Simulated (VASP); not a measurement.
A run of VASP 6.6.1:

The input POSCAR:

```
NaF
1.0
    0.0000000000      2.5312613675      2.5312613675
    2.5312613675      0.0000000000      2.5312613675
    2.5312613675      2.5312613675      0.0000000000
Na F
1 1
Direct
    0.0000000000      0.0000000000      0.0000000000
    0.2500000000      0.2500000000      0.2500000000
```

File INCAR.step1:

```
PREC     = Accurate       # precision mode
ENCUT    = 520            # plane-wave cutoff, eV
EDIFF    = 1E-5           # SCF threshold, eV
ISMEAR   = 0              # smearing method
SIGMA    = 0.01           # smearing width, eV
LREAL    = F              # projectors in reciprocal space
LASPH    = T              # aspherical terms in the spheres
NELM     = 100            # most SCF steps
ALGO     = Normal         # electronic algorithm
ISIF     = 2              # what is computed and relaxed
LWAVE    = T              # write WAVECAR
LCHARG   = F              # write CHGCAR
GGA      = PE             # functional
NBANDS   = 14             # bands
```

The input INCAR.step2:

```
PREC     = Accurate       # precision mode
ENCUT    = 520            # plane-wave cutoff, eV
EDIFF    = 1E-7           # SCF threshold, eV
ISMEAR   = 0              # smearing method
SIGMA    = 0.01           # smearing width, eV
LREAL    = F              # projectors in reciprocal space
LASPH    = T              # aspherical terms in the spheres
NELM     = 100            # most SCF steps
ALGO     = Normal         # electronic algorithm
ISIF     = 2              # what is computed and relaxed
LWAVE    = F              # write WAVECAR
LCHARG   = F              # write CHGCAR
GGA      = PE             # functional
LHFCALC  = T              # exact exchange
AEXX     = 0.25           # exact-exchange fraction
PRECFOCK = Normal       
ISTART   = 1            
NBANDS   = 14             # bands
```

Contents of KPOINTS:

```
regular mesh
0
Gamma
  6 6 6
```

Potentials or basis: VASP PAW PBE potentials, release 64 (Na_pv, F).

Launch:

```sh
$ cat potpaw_PBE.64/Na_pv/POTCAR potpaw_PBE.64/F/POTCAR > POTCAR
$ cp INCAR.step1 INCAR
$ mpirun -np 1 vasp_std > vasp.out
$ cp INCAR.step2 INCAR
$ mpirun -np 1 vasp_std > vasp.out
```

Hardware: 1 thread of Intel(R) Xeon(R) Platinum 8259CL CPU @ 2.50GHz (Skylake/Cascade Lake) (shared host).

**Question.** How long does it take, and how much memory?

**Answer.** It took 21 min on 1 thread of Intel(R) Xeon(R) Platinum 8259CL CPU @ 2.50GHz (Skylake/Cascade Lake) (shared host), peak memory 0.16 GiB. Counts: k points 16.
